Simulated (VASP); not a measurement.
# LiIn (Fd-3m) in VASP: notebook

Runs on LiIn. Level: LDA. Tasks: single point, relaxation of cell and atoms.

All numbers are computed with VASP 6.6.1; they aren't measurements. Logs are shortened: lines on timing, memory, paths and dates and some standing lists are left out, and cuts for length are marked.

**1. The cell of the first run**

Symmetry: Fd-3m, No. 227, cubic system. Conventional cell: a = 6.671 Å, b = 6.671 Å, c = 6.671 Å, α = 90.00°, β = 90.00°, γ = 90.00°. Li (site symmetry -43m) has 4 Li at 2.89 Å and 10 In at 2.89 to 3.34 Å within 3.8 Å. In (site symmetry -43m) has 10 Li at 2.89 to 3.34 Å and 4 In at 2.89 Å within 3.8 Å.

**2. Single point, LDA**

INCAR

```
ALGO     = Fast           # electronic algorithm
EDIFF    = 1E-6           # SCF threshold, eV
ENCUT    = 520            # plane-wave cutoff, eV
ISIF     = 2              # what is computed and relaxed
ISMEAR   = 0              # smearing method
LASPH    = True           # aspherical terms in the spheres
LCHARG   = False          # write CHGCAR
LREAL    = False          # projectors in reciprocal space
LWAVE    = False          # write WAVECAR
NBANDS   = 24             # bands
NELM     = 100            # most SCF steps
PREC     = Accurate       # precision mode
SIGMA    = 0.1            # smearing width, eV
```

KPOINTS

```
k-points
0
Gamma
  12 12 12
```

POSCAR

```
LiIn
1.0
    0.0000000000      3.3353678449      3.3353678449
    3.3353678449      0.0000000000      3.3353678449
    3.3353678449      3.3353678449      0.0000000000
Li In
2 2
Direct
    0.0000000000      0.0000000000      0.0000000000
    0.2500000000      0.2500000000      0.2500000000
    0.5000000000      0.5000000000      0.5000000000
    0.7500000000      0.7500000000      0.7500000000
```

Potentials or basis: VASP PAW LDA potentials, release 64 (Li_sv, In_d).

Run with:

```console
> cat potpaw_LDA.64/Li_sv/POTCAR potpaw_LDA.64/In_d/POTCAR > POTCAR
> mpirun -np 1 vasp_std > vasp.out
```

OUTCAR:

```text
EDIFF = 1E-6
   ENCUT = 520
   ISIF = 2
   ISMEAR = 0
   LASPH = True
   LREAL = False
   NELM = 100
   PREC = Accurate

 ion  position               nearest neighbor table
   1  0.000  0.000  0.000-   4 2.89   4 2.89   4 2.89   4 2.89
   2  0.250  0.250  0.250-   3 2.89   3 2.89   3 2.89   3 2.89
   3  0.500  0.500  0.500-   2 2.89   2 2.89   2 2.89   4 2.89   4 2.89   4 2.89   4 2.89   2 2.89

   4  0.750  0.750  0.750-   3 2.89   3 2.89   3 2.89   1 2.89   1 2.89   1 2.89   3 2.89   1 2.89

  LATTYP: Found a face centered cubic cell.
 ALAT       =     6.6707356898

  Lattice vectors:

 A1 = (   0.0000000000,   3.3353678449,   3.3353678449)
 A2 = (   3.3353678449,   0.0000000000,   3.3353678449)
 A3 = (   3.3353678449,   3.3353678449,   0.0000000000)

Analysis of symmetry for initial positions (statically):
=====================================================================
 Subroutine PRICEL returns:
 Original cell was already a primitive cell.

 Routine SETGRP: Setting up the symmetry group for a
 face centered cubic supercell.

 Subroutine GETGRP returns: Found 48 space group operations
 (whereof 24 operations were pure point group operations)
 out of a pool of 48 trial point group operations.

The static configuration has the point symmetry T_d .
 The point group associated with its full space group is O_h .

Analysis of symmetry for dynamics (positions and initial velocities):
=====================================================================
 Subroutine PRICEL returns:
 Original cell was already a primitive cell.

 Routine SETGRP: Setting up the symmetry group for a
 face centered cubic supercell.

 Subroutine GETGRP returns: Found 48 space group operations
 (whereof 24 operations were pure point group operations)
 out of a pool of 48 trial point group operations.

The dynamic configuration has the point symmetry T_d .
 The point group associated with its full space group is O_h .

 Subroutine INISYM returns: Found 48 space group operations
 (whereof 24 operations are pure point group operations),
 and found     1 'primitive' translations

----------------------------------------------------------------------------------------

                                     Primitive cell

  volume of cell :      74.2098

  direct lattice vectors                    reciprocal lattice vectors
     0.000000000  3.335367845  3.335367845    -0.149908503  0.149908503  0.149908503
     3.335367845  0.000000000  3.335367845     0.149908503 -0.149908503  0.149908503
     3.335367845  3.335367845  0.000000000     0.149908503  0.149908503 -0.149908503

  length of vectors
     4.716922442  4.716922442  4.716922442     0.259649143  0.259649143  0.259649143

  position of ions in fractional coordinates (direct lattice)
     0.000000000  0.000000000  0.000000000
     0.250000000  0.250000000  0.250000000
     0.500000000  0.500000000  0.500000000
     0.750000000  0.750000000  0.750000000

  ion indices of the primitive-cell ions
   primitive index   ion index
                 1           1
                 2           2
                 3           3
                 4           4

----------------------------------------------------------------------------------------

 KPOINTS: k-points

Automatic generation of k-mesh.
 Grid dimensions read from file:
 generate k-points for:   12   12   12

 Generating k-lattice:

  Cartesian coordinates                     Fractional coordinates (reciprocal lattice)
    -0.012492375  0.012492375  0.012492375     0.083333333  0.000000000  0.000000000
     0.012492375 -0.012492375  0.012492375     0.000000000  0.083333333  0.000000000
     0.012492375  0.012492375 -0.012492375     0.000000000  0.000000000  0.083333333

  Length of vectors
     0.021637429  0.021637429  0.021637429

  Shift w.r.t. Gamma in fractional coordinates (k-lattice)
     0.000000000  0.000000000  0.000000000

 Subroutine IBZKPT returns following result:
 ===========================================

 Found     72 irreducible k-points:

 Following reciprocal coordinates:
            Coordinates               Weight
  0.000000  0.000000  0.000000      1.000000
  0.083333  0.000000  0.000000      8.000000
  0.166667  0.000000  0.000000      8.000000
  0.250000  0.000000  0.000000      8.000000
  0.333333  0.000000  0.000000      8.000000
  0.416667  0.000000  0.000000      8.000000
[... 16 lines left out ...]
  0.500000  0.166667  0.000000     24.000000
 -0.416667  0.166667  0.000000     24.000000
 [... further k-points ...]
   k-points           NKPTS =     72   k-points in BZ     NKDIM =     72   number of bands    NBANDS=     24
   number of dos      NEDOS =    301   number of ions     NIONS =      4
   total plane-waves  NPLWV =  46656
   dimension x,y,z NGX =    36 NGY =   36 NGZ =   36
   dimension x,y,z NGXF=    72 NGYF=   72 NGZF=   72
   ions per type =               2   2
   NGX,Y,Z   is equivalent  to a cutoff of  12.69, 12.69, 12.69 a.u.
   NGXF,Y,Z  is equivalent  to a cutoff of  25.38, 25.38, 25.38 a.u.
 SYSTEM =  unknown system
   PREC   = accura    normal or accurate (medium, high low for compatibility)
   ISTART =      0    job   : 0-new  1-cont  2-samecut
   ICHARG =      2    charge: 1-file 2-atom 10-const
   ISPIN  =      1    spin polarized calculation?
   LNONCOLLINEAR =      F non collinear calculations
   LSORBIT =      F    spin-orbit coupling
   LASPH  =      T    aspherical Exc in radial PAW
   ENCUT  =  520.0 eV  38.22 Ry    6.18 a.u.   8.77  8.77  8.77*2*pi/ulx,y,z
   NELM   =    100;   NELMIN=  2; NELMDL= -5     # of ELM steps
   EDIFF  = 0.1E-05   stopping-criterion for ELM
   LREAL  =      F    real-space projection
   EDIFFG = 0.1E-04   stopping-criterion for IOM
   NSW    =      0    number of steps for IOM
   IBRION =     -1    ionic relax: 0-MD 1-quasi-New 2-CG
   NFREE  =      0    steps in history (QN), initial steepest desc. (CG)
   ISIF   =      2    stress and relaxation
   ISYM   =      2    0-nonsym 1-usesym 2-fastsym
   POTIM  = 0.5000    time-step for ionic-motion
   TEBEG  =    0.0;   TEEND  =   0.0 temperature during run
   PSTRESS=    0.0 pullay stress
   NELECT =      32.0000    total number of electrons
   NUPDOWN=      -1.0000    fix difference up-down
   EMIN   =  10.00;   EMAX   =-10.00  energy-range for DOS
   EFERMI =   0.00;   METHOD = LEGACY
   ISMEAR =     0;   SIGMA  =   0.10  broadening in eV -4-tet -1-fermi 0-gaus
   EFERMI_NEDOS =   21; number of points for ismear=-14 and -15
   IALGO  =     68    algorithm
   IMIX   =      4    mixing-type and parameters
     AMIX     =   0.40;   BMIX     =  1.00
     AMIX_MAG =   1.60;   BMIX_MAG =  1.00
  volume/ion in A,a.u.               =      18.55       125.20
  Fermi-wavevector in a.u.,A,eV,Ry     =   1.236814  2.337240 20.812955  1.529709
  Thomas-Fermi vector in A             =   2.371407
   LORBIT       =      0    0 simple, 1 ext, 2 COOP (PROOUT), +10 PAW based schemes
   GGA     = CA    functional components
   LHFCALC =     F    Hartree Fock is set to
   AEXX    =    0.0000 exact exchange contribution
   IVDW    =     0    specifies the selected vdW correction
   LEPSILON=     F    determine dielectric tensor
   LRPA    =     F    only Hartree local field effects (RPA)
 non-spin polarized calculation
 RMM-DIIS sequential band-by-band and
 Gauss-broadening in eV      SIGMA  =   0.10
  energy-cutoff  :      520.00
  volume of cell :       74.21
 maximum number of plane-waves:      2014
   NGX = 17   NGY = 17   NGZ = 17

 number of electron      32.0000035 magnetization

 Free energy of the ion-electron system (eV)
  ---------------------------------------------------
  ext. energy  EPLUGINS =         0.00000000
  ---------------------------------------------------
  free energy    TOTEN  =       -11.91980663 eV

  energy without entropy =      -11.91608040  energy(sigma->0) =      -11.91794351

 E-fermi :   6.9275     XC(G=0):  -9.9515

 val. band max:        6.9121964776   @ k =  -0.4167   0.4167   0.0000
 cond. band min:       6.9412650324   @ k =   0.5000   0.0000   0.0000
 fundamental gap:      0.0290685548
 Fermi energy:         6.9275293574

 k-point     1 :       0.0000    0.0000    0.0000
  band No.  band energies     occupation
      1     -39.7632      2.00000
      2     -39.7373      2.00000
      3      -8.5211      2.00000
      4      -8.5211      2.00000
      5      -8.5211      2.00000
      6      -8.4652      2.00000
[... 16 lines left out ...]
     23      10.1829      0.00000
     24      10.9492      0.00000

 k-point     2 :       0.0833    0.0000    0.0000
  band No.  band energies     occupation
      1     -39.7629      2.00000
      2     -39.7377      2.00000
      3      -8.5323      2.00000
      4      -8.5323      2.00000
      5      -8.5192      2.00000
      6      -8.4505      2.00000
[... 16 lines left out ...]
     23      10.2716      0.00000
     24      11.1925      0.00000

 k-point     3 :       0.1667    0.0000    0.0000
  band No.  band energies     occupation
      1     -39.7619      2.00000
      2     -39.7386      2.00000
      3      -8.5491      2.00000
      4      -8.5491      2.00000
      5      -8.5141      2.00000
      6      -8.4247      2.00000
[... 16 lines left out ...]
     23      10.5557      0.00000
     24      12.1178      0.00000

 k-point     4 :       0.2500    0.0000    0.0000
  band No.  band energies     occupation
      1     -39.7604      2.00000
      2     -39.7400      2.00000
      3      -8.5607      2.00000
      4      -8.5607      2.00000
      5      -8.5076      2.00000
      6      -8.4031      2.00000
[... 16 lines left out ...]
     23      11.5143      0.00000
     24      13.7049      0.00000

 k-point     5 :       0.3333    0.0000    0.0000
  band No.  band energies     occupation
      1     -39.7588      2.00000
      2     -39.7417      2.00000
      3      -8.5660      2.00000
      4      -8.5660      2.00000
      5      -8.5018      2.00000
      6      -8.3910      2.00000
[... 16 lines left out ...]
     23      12.4591      0.00000
     24      15.5089      0.00000

 k-point     6 :       0.4167    0.0000    0.0000
  band No.  band energies     occupation
      1     -39.7573      2.00000
      2     -39.7432      2.00000
      3      -8.5670      2.00000
      4      -8.5670      2.00000
      5      -8.4980      2.00000
      6      -8.3872      2.00000
[... 16 lines left out ...]
     23      13.4071      0.00000
     24      15.4403      0.00000
[... 379 lines left out ...]
 k-point    21 :       0.3333    0.1667    0.0000
  band No.  band energies     occupation
      1     -39.7587      2.00000
      2     -39.7417      2.00000
      3      -8.5860      2.00000
      4      -8.5570      2.00000
      5      -8.5118      2.00000
      6      -8.3891      2.00000
[... 16 lines left out ...]
     23      12.6337      0.00000
     24      14.4660      0.00000

 k-point    22 :       0.4167    0.1667    0.0000
  band No.  band energies     occupation
      1     -39.7571      2.00000
      2     -39.7434      2.00000
      3      -8.5984      2.00000
      4      -8.5656      2.00000
      5      -8.4893      2.00000
      6      -8.3701      2.00000
[... 16 lines left out ...]
     23      13.6485      0.00000
     24      15.2489      0.00000

 k-point    23 :       0.5000    0.1667    0.0000
  band No.  band energies     occupation
      1     -39.7558      2.00000
      2     -39.7446      2.00000
      3      -8.6044      2.00000
      4      -8.5739      2.00000
      5      -8.4690      2.00000
      6      -8.3530      2.00000
[... 16 lines left out ...]
     23      14.2421      0.00000
     24      14.8814      0.00000

 k-point    24 :      -0.4167    0.1667    0.0000
  band No.  band energies     occupation
      1     -39.7556      2.00000
      2     -39.7448      2.00000
      3      -8.6033      2.00000
      4      -8.5816      2.00000
      5      -8.4558      2.00000
      6      -8.3566      2.00000
[... 16 lines left out ...]
     23      13.4676      0.00000
     24      15.9182      0.00000

 [... further k-points ...]
[... 5 lines left out ...]
  --------------------------------------------------------------------------------------
  -------------------------------------------------------------------------------------
  Total       -0.0123414     -0.0123414     -0.0123414     -0.0000000     -0.0000000     -0.0000000
  in kB       -0.2664485     -0.2664485     -0.2664485     -0.0000000     -0.0000000     -0.0000000
  external PRESSURE =      -0.2664485 kB  Pullay stress =       0.0000000 kB

 VOLUME and BASIS-vectors are now :
 -----------------------------------------------------------------------------
  energy-cutoff  :      520.00
  volume of cell :       74.21
      direct lattice vectors                 reciprocal lattice vectors
     0.000000000  3.335367845  3.335367845    -0.149908503  0.149908503  0.149908503
     3.335367845  0.000000000  3.335367845     0.149908503 -0.149908503  0.149908503
     3.335367845  3.335367845  0.000000000     0.149908503  0.149908503 -0.149908503

 POSITION                                       TOTAL-FORCE (eV/Angst)
 -----------------------------------------------------------------------------------
      0.00000      0.00000      0.00000        -0.000000     -0.000000      0.000000
      1.66768      1.66768      1.66768         0.000000     -0.000000      0.000000
      3.33537      3.33537      3.33537        -0.000000     -0.000000     -0.000000
      5.00305      5.00305      5.00305         0.000000      0.000000      0.000000
 -----------------------------------------------------------------------------------
    total drift:                                0.000000      0.000000      0.000000

  FREE ENERGIE OF THE ION-ELECTRON SYSTEM (eV)
  ---------------------------------------------------
  free  energy   TOTEN  =       -11.9198066280 eV

  energy  without entropy=      -11.9160803968  energy(sigma->0) =      -11.91794351
```

It took 2.6 min on 1 thread of AMD EPYC 9R45 (Zen 5), shared host; peak memory 0.21 GiB.

Results:

```
Free energy            : -11.9198 eV
Band gap on the k mesh : zero (band 16 reaches 7.51 eV, above the bottom of band 17 at 6.85 eV)
```

Levels at points of the mesh, in eV from the Fermi level:
| k point | band 14 | band 15 | band 16 | band 17 | band 18 | band 19 |
| --- | --- | --- | --- | --- | --- | --- |
| (0.00, 0.00, 0.00) | 0.58 | 0.58 | 0.58 | 0.69 | 0.93 | 0.93 |
| (0.50, 0.00, 0.00) | -5.92 | -0.97 | -0.97 | 0.01 | 0.83 | 0.83 |
| (0.50, 0.50, 0.00) | -6.68 | -3.11 | -3.11 | -0.07 | -0.07 | 6.73 |

Caveat: the cutoff is under 1.25 times the usual one of these potentials, so pressure, stress and relaxed cells hold a basis-set (Pulay) error; spin-orbit coupling is left out, which moves the levels of the heavy elements.

(Continued in part 2 of 2.)
